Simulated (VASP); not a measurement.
Write the native input for VASP 6.6.1 that does the following.

```
Task                   : single point
Functional             : PBEsol
Potentials or basis    : VASP PAW PBE potentials, release 64 (Cd)
Cutoff                 : 520 eV
k mesh                 : 17 × 17 × 17
Occupations            : fermi-dirac, width 0.08 eV
Spin                   : no spin polarisation
Dipole correction      : no
Further INCAR settings : ALGO = Normal; EDIFF = 1e-06; NBANDS = 12
```

The structure of Cd lies in POSCAR:

```
Cd
1.0
    0.0000000000      1.8247868319      1.8247868319
    1.8247868319      0.0000000000      1.8247868319
    1.8247868319      1.8247868319      0.0000000000
Cd
1
Direct
    0.0000000000      0.0000000000      0.0000000000
```

This isn't the form of Cd at room conditions, which is hcp.

These files were run (other wordings do the same):

INCAR

```
SYSTEM = Cd
  ALGO = Normal
  EDIFF = 1E-6
  ENCUT = 520
  GGA = PS
  ISIF = 2
  ISMEAR = -1
  LASPH = .TRUE.
  LCHARG = .FALSE.
  LREAL = .FALSE.
  LWAVE = .FALSE.
  NBANDS = 12
  NELM = 80
  PREC = Accurate
  SIGMA = 0.08
```

KPOINTS

```
k-points
0
G
  17 17 17
  0 0 0
```

Potentials or basis: VASP PAW PBE potentials, release 64 (Cd).

Launch:

```console
$ cat potpaw_PBE.64/Cd/POTCAR > POTCAR
$ mpirun -np 1 vasp_std > vasp.out
```

It gave:

| Property | Result |
| --- | --- |
| Pressure | 151.2 GPa |
| Band gap on the k mesh | zero (bands 6 and 7 overlap by 1.33 eV) |

Caveat: the cell stands under pressure; the PAW data sets were made with another functional, which shifts forces and pressure a little.

Run time: 12 s on 1 thread of Intel(R) Xeon(R) Platinum 8488C (Sapphire Rapids), on a shared host, peak memory 0.14 GiB.
